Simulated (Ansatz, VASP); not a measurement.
## Two plane-wave programs on HfPb2

```
CELL_PARAMETERS angstrom
3.29378 0.00000 0.00000
-1.64689 2.85250 0.00000
0.00000 0.00000 8.78464
ATOMIC_POSITIONS crystal
Hf 0.00000 0.00000 0.00000
Pb 0.33333 0.66667 0.30785
Pb 0.66667 0.33333 0.69215
```

Alike in both runs: functional PBE; k mesh 6 × 6 × 2; occupations gaussian, width 0.1 eV; no spin polarisation.

Ansatz relaxed the structure, and its values are those at the end. VASP's run is a single point on that final structure, the one shown.

|  | VASP | Ansatz |
| --- | --- | --- |
| version | VASP 6.6.1 | Ansatz 0.2.0 |
| potentials or method | VASP PAW PBE potentials, release 64 (Hf_pv, Pb_d), cutoff 520 eV | scalar-relativistic, plane waves, PAW |
| valence electrons in the cell | 38 | 54 |

VASP gave:

* gap on the k mesh at the Fermi level (eV): none
* pressure (GPa): -0.1
* rms of the force components (eV/Å): 0.020

**Question.** What did Ansatz give for the same quantities?

**Answer.** gap on the k mesh at the Fermi level (eV): none; pressure (GPa): 0.1; rms of the force components (eV/Å): 0.014.

A gap of «none» marks a metal or a gap that the smearing closes. VASP's potentials hold 38 valence electrons a cell and Ansatz's 54, so a difference there can come from the potentials and not from the codes.

The k mesh is coarse, so the values compare programs but aren't converged. Spin-orbit coupling is off throughout.
